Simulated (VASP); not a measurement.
# In2CuO4: relaxation of cell and atoms with PBE

In2CuO4:

```
In Cu O
1.0
    -1.97850    1.97850    6.04000
     1.97850   -1.97850    6.04000
     1.97850    1.97850   -6.04000
In Cu O
2 1 4
Direct
  0.35290 0.35290 0.00000
  0.64710 0.64710 0.00000
  0.00000 0.00000 0.00000
  0.50000 0.00000 0.50000
  0.00000 0.50000 0.50000
  0.75000 0.25000 0.50000
  0.25000 0.75000 0.50000
```

```yaml
Program: VASP 6.6.1
Task: relaxation of cell and atoms
Functional: PBE
Potentials_or_basis: VASP PAW PBE potentials, release 64 (In_d, Cu, O)
Cutoff: 600 eV
k_mesh: 7 × 7 × 7
Occupations: fermi-dirac, width 0.1 eV
Spin: no spin polarisation
Dipole_correction: no
Further_INCAR_settings: ALGO = Normal; EDIFF = 1e-06; IBRION = 2; EDIFFG = -0.01; NSW = 80; ISIF = 3
```

```json
{
  "Relaxed volume": "11.97 Å³/atom",
  "Relaxed cell": "a = 6.292 Å, b = 6.292 Å, c = 6.292 Å, α = 144.44°, β = 144.44°, γ = 51.16°",
  "Space group after relaxing (to 0.1 Å)": "I4/mmm (No. 139)",
  "Energy gained by relaxing": "96.7 meV/atom",
  "Ionic steps": "8",
  "Pressure after relaxing": "0.0 GPa",
  "Band gap on the k mesh": "zero (an odd number of electrons rules out a gap without spin polarisation)"
}
```

Step by step:
```csv
step,energy change (eV),largest force (eV/Å),pressure (GPa),volume (Å³)
1,0.0000,1.5545,-13.87,94.57
2,-0.4858,0.3209,10.86,79.45
3,-0.6258,0.4951,0.83,83.75
4,-0.6758,0.0126,0.24,83.76
5,-0.6764,0.0475,0.17,83.76
6,-0.6765,0.0105,-0.22,83.91
7,-0.6766,0.0138,-0.10,83.84
8,-0.6766,0.0009,-0.03,83.79
```

Final structure:
```
In Cu O
1.0
    -1.92117    1.92117    5.67545
     1.92117   -1.92117    5.67545
     1.92117    1.92117   -5.67545
In Cu O
2 1 4
Direct
  0.34631 0.34631 0.00000
  0.65369 0.65369 0.00000
  0.00000 0.00000 0.00000
  0.50000 0.00000 0.50000
  0.00000 0.50000 0.50000
  0.75000 0.25000 0.50000
  0.25000 0.75000 0.50000
```

Levels at points of the mesh, in eV from the Fermi level:
```tsv
k point	band 27	band 28	band 29	band 30	band 31	band 32	band 33	band 34	band 35	band 36
(0.00, 0.00, 0.00)	-1.89	-1.89	-1.40	-1.09	-1.09	-0.47	4.05	4.77	6.07	6.20
```

It took 28 min on 1 thread of AMD EPYC 9R45 96-Core Processor (Zen 5), with other jobs on the host, peak memory 0.5 GiB.

Caveat: spin-orbit coupling is left out, which moves the levels of the heavy elements; an odd number of electrons without spin polarisation forces a metal; a magnetic or distorted state may lie lower; semilocal functionals often make such compounds metallic where correlation or magnetic order opens a gap, which also shifts bond lengths. With open d or f shells a metallic result of PBE can be an artefact of self-interaction; +U or a hybrid may open a gap.
